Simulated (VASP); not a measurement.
Runs of VASP 6.6.1 on CsBr. The structure is that of space group Pm-3m (No. 221), or close to it. The cells are those of the table. 

```csv
cell,k mesh,smearing,gap on the mesh (eV),pressure (GPa)
"a = 4.385 Å, 2 atoms",4 × 4 × 4,gaussian 0.05 eV,(c),-1.2
"a = 4.401 Å, 2 atoms",4 × 4 × 4,gaussian 0.05 eV,(a),-1.3
"a = 4.233 Å, 2 atoms",4 × 4 × 4,gaussian 0.05 eV,(b),0.2
"a = 4.135 Å, 2 atoms",6 × 6 × 6,gaussian 0.02 eV,4.61,1.6
```

Alike in all rows: task single point; level PBEsol; potentials or basis VASP PAW PBE potentials, release 64 (Cs_sv, Br); no spin polarisation; cutoff (eV) 500.

Question: Fill in the values left out.

Answer: (a) 4.04; (b) 4.46; (c) 4.07.

Caveats: the PAW data sets were made with another functional, which shifts forces and pressure a little; spin-orbit coupling is left out, which moves the levels of the heavy elements.

A k mesh can miss the band edges, and the runs leave out spin-orbit coupling on Br, Cs.
